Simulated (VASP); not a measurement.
# MgO (Fm-3m) in VASP: single point with PBE

Aim: the single point of MgO with PBE.

Everything below comes from runs of VASP 6.6.1. Logs are shortened: lines on timing, memory, paths and dates and some standing lists are left out, and cuts for length are marked.

### 1 The cell of the first run

It takes space group Fm-3m (No. 225, cubic). The conventional cell has a = 4.254 Å, b = 4.254 Å, c = 4.254 Å, α = 90.00°, β = 90.00°, γ = 90.00°. Mg (site symmetry m-3m) has 6 O at 2.13 Å within 2.8 Å. O (site symmetry m-3m) has 6 Mg at 2.13 Å within 2.8 Å.

### 2 Single point, PBE

Input file INCAR:

```
SYSTEM = MgO
PREC = Accurate
ENCUT = 840
EDIFF = 1E-6
ISMEAR = 0
SIGMA = 0.02
LREAL = .FALSE.
LASPH = .TRUE.
NELM = 120
ALGO = Normal
ISIF = 2
LWAVE = .FALSE.
LCHARG = .FALSE.
GGA = PE
NBANDS = 15
GGA_COMPAT = .FALSE.
```

Input file KPOINTS:

```
Automatic mesh
0
G
  10 10 10
  0 0 0
```

Input file POSCAR:

```
MgO
1.0
    0.0000000000      2.1269094259      2.1269094259
    2.1269094259      0.0000000000      2.1269094259
    2.1269094259      2.1269094259      0.0000000000
Mg O
1 1
Direct
    0.0000000000      0.0000000000      0.0000000000
    0.5000000000      0.5000000000      0.5000000000
```

Potentials or basis: VASP PAW PBE potentials, release 64 (Mg_sv, O).

Launch:

```bash
> cat potpaw_PBE.64/Mg_sv/POTCAR potpaw_PBE.64/O/POTCAR > POTCAR
> mpirun -np 1 vasp_std > vasp.out
```

OUTCAR:

```text
SYSTEM = MgO
   PREC = Accurate
   ENCUT = 840
   EDIFF = 1E-6
   ISMEAR = 0
   LREAL = .FALSE.
   LASPH = .TRUE.
   NELM = 120
   ISIF = 2
   GGA = PE

 ion  position               nearest neighbor table
   1  0.000  0.000  0.000-   2 2.13   2 2.13   2 2.13   2 2.13   2 2.13   2 2.13
   2  0.500  0.500  0.500-   1 2.13   1 2.13   1 2.13   1 2.13   1 2.13   1 2.13

  LATTYP: Found a face centered cubic cell.
 ALAT       =     4.2538188518

  Lattice vectors:

 A1 = (   0.0000000000,   2.1269094259,   2.1269094259)
 A2 = (   2.1269094259,   0.0000000000,   2.1269094259)
 A3 = (   2.1269094259,   2.1269094259,   0.0000000000)

Analysis of symmetry for initial positions (statically):
=====================================================================
 Subroutine PRICEL returns:
 Original cell was already a primitive cell.

 Routine SETGRP: Setting up the symmetry group for a
 face centered cubic supercell.

 Subroutine GETGRP returns: Found 48 space group operations
 (whereof 48 operations were pure point group operations)
 out of a pool of 48 trial point group operations.

The static configuration has the point symmetry O_h .

Analysis of symmetry for dynamics (positions and initial velocities):
=====================================================================
 Subroutine PRICEL returns:
 Original cell was already a primitive cell.

 Routine SETGRP: Setting up the symmetry group for a
 face centered cubic supercell.

 Subroutine GETGRP returns: Found 48 space group operations
 (whereof 48 operations were pure point group operations)
 out of a pool of 48 trial point group operations.

The dynamic configuration has the point symmetry O_h .

 Subroutine INISYM returns: Found 48 space group operations
 (whereof 48 operations are pure point group operations),
 and found     1 'primitive' translations

----------------------------------------------------------------------------------------

                                     Primitive cell

  volume of cell :      19.2432

  direct lattice vectors                    reciprocal lattice vectors
     0.000000000  2.126909426  2.126909426    -0.235082883  0.235082883  0.235082883
     2.126909426  0.000000000  2.126909426     0.235082883 -0.235082883  0.235082883
     2.126909426  2.126909426  0.000000000     0.235082883  0.235082883 -0.235082883

  length of vectors
     3.007904156  3.007904156  3.007904156     0.407175498  0.407175498  0.407175498

  position of ions in fractional coordinates (direct lattice)
     0.000000000  0.000000000  0.000000000
     0.500000000  0.500000000  0.500000000

  ion indices of the primitive-cell ions
   primitive index   ion index
                 1           1
                 2           2

----------------------------------------------------------------------------------------

 KPOINTS: Automatic mesh

Automatic generation of k-mesh.
 Grid dimensions read from file:
 generate k-points for:   10   10   10

 Generating k-lattice:

  Cartesian coordinates                     Fractional coordinates (reciprocal lattice)
    -0.023508288  0.023508288  0.023508288     0.100000000  0.000000000  0.000000000
     0.023508288 -0.023508288  0.023508288     0.000000000  0.100000000  0.000000000
     0.023508288  0.023508288 -0.023508288     0.000000000  0.000000000  0.100000000

  Length of vectors
     0.040717550  0.040717550  0.040717550

  Shift w.r.t. Gamma in fractional coordinates (k-lattice)
     0.000000000  0.000000000  0.000000000

 Subroutine IBZKPT returns following result:
 ===========================================

 Found     47 irreducible k-points:

 Following reciprocal coordinates:
            Coordinates               Weight
  0.000000  0.000000  0.000000      1.000000
  0.100000  0.000000  0.000000      8.000000
  0.200000  0.000000  0.000000      8.000000
  0.300000  0.000000  0.000000      8.000000
  0.400000  0.000000  0.000000      8.000000
  0.500000  0.000000  0.000000      4.000000
[... 16 lines left out ...]
  0.300000  0.300000  0.000000      6.000000
  0.400000  0.300000  0.000000     24.000000
 [... further k-points ...]
   k-points           NKPTS =     47   k-points in BZ     NKDIM =     47   number of bands    NBANDS=     15
   number of dos      NEDOS =    301   number of ions     NIONS =      2
   total plane-waves  NPLWV =  21952
   dimension x,y,z NGX =    28 NGY =   28 NGZ =   28
   dimension x,y,z NGXF=    56 NGYF=   56 NGZF=   56
   ions per type =               1   1
   NGX,Y,Z   is equivalent  to a cutoff of  15.48, 15.48, 15.48 a.u.
   NGXF,Y,Z  is equivalent  to a cutoff of  30.95, 30.95, 30.95 a.u.
 SYSTEM =  MgO
   PREC   = accura    normal or accurate (medium, high low for compatibility)
   ISTART =      0    job   : 0-new  1-cont  2-samecut
   ICHARG =      2    charge: 1-file 2-atom 10-const
   ISPIN  =      1    spin polarized calculation?
   LNONCOLLINEAR =      F non collinear calculations
   LSORBIT =      F    spin-orbit coupling
   LASPH  =      T    aspherical Exc in radial PAW
   ENCUT  =  840.0 eV  61.74 Ry    7.86 a.u.   7.11  7.11  7.11*2*pi/ulx,y,z
   NELM   =    120;   NELMIN=  2; NELMDL= -5     # of ELM steps
   EDIFF  = 0.1E-05   stopping-criterion for ELM
   LREAL  =      F    real-space projection
   EDIFFG = 0.1E-04   stopping-criterion for IOM
   NSW    =      0    number of steps for IOM
   IBRION =     -1    ionic relax: 0-MD 1-quasi-New 2-CG
   NFREE  =      0    steps in history (QN), initial steepest desc. (CG)
   ISIF   =      2    stress and relaxation
   ISYM   =      2    0-nonsym 1-usesym 2-fastsym
   POTIM  = 0.5000    time-step for ionic-motion
   TEBEG  =    0.0;   TEEND  =   0.0 temperature during run
   PSTRESS=    0.0 pullay stress
   NELECT =      16.0000    total number of electrons
   NUPDOWN=      -1.0000    fix difference up-down
   EMIN   =  10.00;   EMAX   =-10.00  energy-range for DOS
   EFERMI =   0.00;   METHOD = LEGACY
   ISMEAR =     0;   SIGMA  =   0.02  broadening in eV -4-tet -1-fermi 0-gaus
   EFERMI_NEDOS =   21; number of points for ismear=-14 and -15
   IALGO  =     38    algorithm
   IMIX   =      4    mixing-type and parameters
     AMIX     =   0.40;   BMIX     =  1.00
     AMIX_MAG =   1.60;   BMIX_MAG =  1.00
  volume/ion in A,a.u.               =       9.62        64.93
  Fermi-wavevector in a.u.,A,eV,Ry     =   1.539415  2.909073 32.243084  2.369800
  Thomas-Fermi vector in A             =   2.645646
   LORBIT       =      0    0 simple, 1 ext, 2 COOP (PROOUT), +10 PAW based schemes
   GGA     = PE    functional components
   LHFCALC =     F    Hartree Fock is set to
   AEXX    =    0.0000 exact exchange contribution
   IVDW    =     0    specifies the selected vdW correction
   LEPSILON=     F    determine dielectric tensor
   LRPA    =     F    only Hartree local field effects (RPA)
 non-spin polarized calculation
 Gauss-broadening in eV      SIGMA  =   0.02
  energy-cutoff  :      840.00
  volume of cell :       19.24
 maximum number of plane-waves:      1090
   NGX = 15   NGY = 15   NGZ = 15

 number of electron      15.9999997 magnetization

 Free energy of the ion-electron system (eV)
  ---------------------------------------------------
  ext. energy  EPLUGINS =         0.00000000
  ---------------------------------------------------
  free energy    TOTEN  =       -11.88480092 eV

  energy without entropy =      -11.88480092  energy(sigma->0) =      -11.88480092

 E-fermi :   2.8818     XC(G=0): -11.2430

 val. band max:        2.7061496490   @ k =   0.0000   0.0000   0.0000
 cond. band min:       7.1640166883   @ k =   0.0000   0.0000   0.0000
 fundamental gap:      4.4578670393
 Fermi energy:         2.8818034078

 k-point     1 :       0.0000    0.0000    0.0000
  band No.  band energies     occupation
      1     -69.6658      2.00000
      2     -36.3940      2.00000
      3     -36.3940      2.00000
      4     -36.3940      2.00000
      5     -14.3945      2.00000
      6       2.7061      2.00000
      7       2.7061      2.00000
      8       2.7061      2.00000
      9       7.1640      0.00000
     10      18.3436      0.00000
     11      18.3436      0.00000
     12      18.3436      0.00000
     13      22.1789      0.00000
     14      23.9266      0.00000
     15      23.9266      0.00000

 k-point     2 :       0.1000    0.0000    0.0000
  band No.  band energies     occupation
      1     -69.6649      2.00000
      2     -36.4012      2.00000
      3     -36.3947      2.00000
      4     -36.3947      2.00000
      5     -14.2916      2.00000
      6       2.0615      2.00000
      7       2.6419      2.00000
      8       2.6419      2.00000
      9       7.7951      0.00000
     10      17.1022      0.00000
     11      18.5727      0.00000
     12      18.5727      0.00000
     13      23.1661      0.00000
     14      23.1661      0.00000
     15      23.7837      0.00000

 k-point     3 :       0.2000    0.0000    0.0000
  band No.  band energies     occupation
      1     -69.6631      2.00000
      2     -36.4206      2.00000
      3     -36.3967      2.00000
      4     -36.3967      2.00000
      5     -14.0096      2.00000
      6       0.7720      2.00000
      7       2.4789      2.00000
      8       2.4789      2.00000
      9       8.9931      0.00000
     10      15.5821      0.00000
     11      19.0219      0.00000
     12      19.0219      0.00000
     13      22.4689      0.00000
     14      22.4689      0.00000
     15      24.5453      0.00000

 k-point     4 :       0.3000    0.0000    0.0000
  band No.  band energies     occupation
      1     -69.6608      2.00000
      2     -36.4444      2.00000
      3     -36.3991      2.00000
      4     -36.3991      2.00000
      5     -13.6313      2.00000
      6      -0.5056      2.00000
      7       2.2870      2.00000
      8       2.2870      2.00000
      9       9.9564      0.00000
     10      14.8413      0.00000
     11      19.0917      0.00000
     12      19.0917      0.00000
     13      22.9135      0.00000
     14      22.9135      0.00000
     15      23.9363      0.00000
[... 307 lines left out ...]
 k-point    22 :      -0.2000    0.2000    0.0000
  band No.  band energies     occupation
      1     -69.6601      2.00000
      2     -36.4402      2.00000
      3     -36.4133      2.00000
      4     -36.3985      2.00000
      5     -13.5231      2.00000
      6      -0.3158      2.00000
      7       1.4237      2.00000
      8       2.2846      2.00000
      9      10.8775      0.00000
     10      14.4546      0.00000
     11      17.5122      0.00000
     12      20.1717      0.00000
     13      20.9672      0.00000
     14      23.7321      0.00000
     15      27.0625      0.00000

 k-point    23 :       0.3000    0.3000    0.0000
  band No.  band energies     occupation
      1     -69.6591      2.00000
      2     -36.4385      2.00000
      3     -36.4107      2.00000
      4     -36.4107      2.00000
      5     -13.4508      2.00000
      6      -0.3578      2.00000
      7       1.8043      2.00000
      8       1.8043      2.00000
      9      11.2646      0.00000
     10      13.0817      0.00000
     11      16.8392      0.00000
     12      20.3002      0.00000
     13      20.3002      0.00000
     14      26.5262      0.00000
     15      29.5081      0.00000

 k-point    24 :       0.4000    0.3000    0.0000
  band No.  band energies     occupation
      1     -69.6577      2.00000
      2     -36.4480      2.00000
      3     -36.4157      2.00000
      4     -36.4135      2.00000
      5     -13.2207      2.00000
      6      -0.7584      2.00000
      7       1.4520      2.00000
      8       1.6624      2.00000
      9      12.0065      0.00000
     10      12.7953      0.00000
     11      16.0182      0.00000
     12      20.5169      0.00000
     13      20.7171      0.00000
     14      27.2368      0.00000
     15      29.1148      0.00000

 [... further k-points ...]
[... 5 lines left out ...]
  --------------------------------------------------------------------------------------
  -------------------------------------------------------------------------------------
  Total        0.0045707      0.0045707      0.0045707     -0.0000000      0.0000000     -0.0000000
  in kB        0.3805579      0.3805579      0.3805579     -0.0000000      0.0000000     -0.0000000
  external PRESSURE =       0.3805579 kB  Pullay stress =       0.0000000 kB

 VOLUME and BASIS-vectors are now :
 -----------------------------------------------------------------------------
  energy-cutoff  :      840.00
  volume of cell :       19.24
      direct lattice vectors                 reciprocal lattice vectors
     0.000000000  2.126909426  2.126909426    -0.235082883  0.235082883  0.235082883
     2.126909426  0.000000000  2.126909426     0.235082883 -0.235082883  0.235082883
     2.126909426  2.126909426  0.000000000     0.235082883  0.235082883 -0.235082883

 POSITION                                       TOTAL-FORCE (eV/Angst)
 -----------------------------------------------------------------------------------
      0.00000      0.00000      0.00000         0.000000     -0.000000     -0.000000
      2.12691      2.12691      2.12691        -0.000000      0.000000      0.000000
 -----------------------------------------------------------------------------------
    total drift:                                0.000000      0.000000      0.000000

  FREE ENERGIE OF THE ION-ELECTRON SYSTEM (eV)
  ---------------------------------------------------
  free  energy   TOTEN  =       -11.8848009196 eV

  energy  without entropy=      -11.8848009196  energy(sigma->0) =      -11.88480092
```

Wall time 33 s (1 thread of AMD EPYC 7R43 (Zen 3), shared host); peak memory 0.13 GiB.

What came out:

```
Free energy            : -11.8848 eV
Pressure               : 0.0 GPa
Band gap on the k mesh : 4.46 eV
```
